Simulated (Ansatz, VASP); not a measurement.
## Two plane-wave programs on ZrC2

```
Zr C
1.0
     3.20945    0.00000    0.00000
    -1.60472    2.77946    0.00000
     0.00000    0.00000    3.29373
Zr C
1 2
Direct
  0.00000 0.00000 0.00000
  0.33333 0.66667 0.50000
  0.66667 0.33333 0.50000
```

Change from the starting cell: ordered vacancies on the cation sites of nickel arsenide (P-3m1, No. 164).

Alike in both runs: functional PBE; k mesh 18 × 18 × 14; occupations gaussian, width 0.1 eV; no spin polarisation.

Ansatz relaxed the structure, and its values are those at the end. VASP's run is a single point on that final structure, the one shown.

```csv
,VASP,Ansatz
version,VASP 6.6.1,Ansatz 0.2.0
potentials or method,"VASP PAW PBE potentials, release 64 (Zr_sv, C), cutoff 520 eV","scalar-relativistic, plane waves, PAW"
valence electrons in the cell,20,20
```

Ansatz gave:

- gap on the k mesh at the Fermi level (eV): none
- pressure (GPa): 0.0

Question: Estimate VASP's values.

Answer: gap on the k mesh at the Fermi level (eV): none; pressure (GPa): 0.2.

A gap of «none» marks a metal or a gap that the smearing closes.
